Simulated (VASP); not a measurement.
Write the native input for VASP 6.6.1 that does the following.

```yaml
Task: single point
Functional: r2SCAN
Potentials_or_basis: VASP PAW PBE potentials, release 64 (W_sv, C)
Cutoff: 520 eV
k_mesh: 10 × 10 × 10
Occupations: fermi-dirac, width 0.05 eV
Spin: no spin polarisation
Dipole_correction: no
Further_INCAR_settings: ALGO = Normal; EDIFF = 1e-06; NBANDS = 16
```

WC:

```
W C
1.0
     0.00000    2.19268    2.19268
     2.19268    0.00000    2.19268
     2.19268    2.19268    0.00000
W C
1 1
Direct
  0.00000 0.00000 0.00000
  0.50000 0.50000 0.50000
```

The input as run:

POSCAR

```
WC
1.0
    0.0000000000      2.1926840000      2.1926840000
    2.1926840000      0.0000000000      2.1926840000
    2.1926840000      2.1926840000      0.0000000000
W C
1 1
Direct
    0.0000000000      0.0000000000      0.0000000000
    0.5000000000      0.5000000000      0.5000000000
```

INCAR.step1

```
PREC = Accurate ; ENCUT = 520
ISMEAR = -1 ; SIGMA = 0.05
LREAL = False ; LASPH = True
NELM = 100 ; NBANDS = 16
GGA = PE ; ALGO = Normal
EDIFF = 1E-4 ; LWAVE = True
LCHARG = False
```

INCAR.step2

```
PREC = Accurate ; ENCUT = 520
EDIFF = 1E-6 ; ISMEAR = -1
SIGMA = 0.05 ; LREAL = False
LASPH = True ; NELM = 100
ALGO = Normal ; ISIF = 2
LWAVE = False ; LCHARG = False
METAGGA = R2SCAN ; LMIXTAU = True
NBANDS = 16 ; ISTART = 1
```

KPOINTS

```
Automatic mesh
0
Gamma
  10 10 10
```

Potentials or basis: VASP PAW PBE potentials, release 64 (W_sv, C).

Launch:

```sh
$ cat potpaw_PBE.64/W_sv/POTCAR potpaw_PBE.64/C/POTCAR > POTCAR
$ cp INCAR.step1 INCAR
$ mpirun -np 1 vasp_std > vasp.out
$ cp INCAR.step2 INCAR
$ mpirun -np 1 vasp_std > vasp.out
```

Results of the run:

The pressure is -3.8 GPa and the band gap on the k mesh is zero (band 9 reaches 13.50 eV, above the bottom of band 10 at 10.18 eV).

Caveat: the PAW data sets were made with another functional, which shifts forces and pressure a little; spin-orbit coupling is left out, which moves the levels of the heavy elements.

It took 44 s on 1 thread of AMD EPYC 9R45 96-Core Processor (Zen 5) (shared host), peak memory 0.13 GiB.
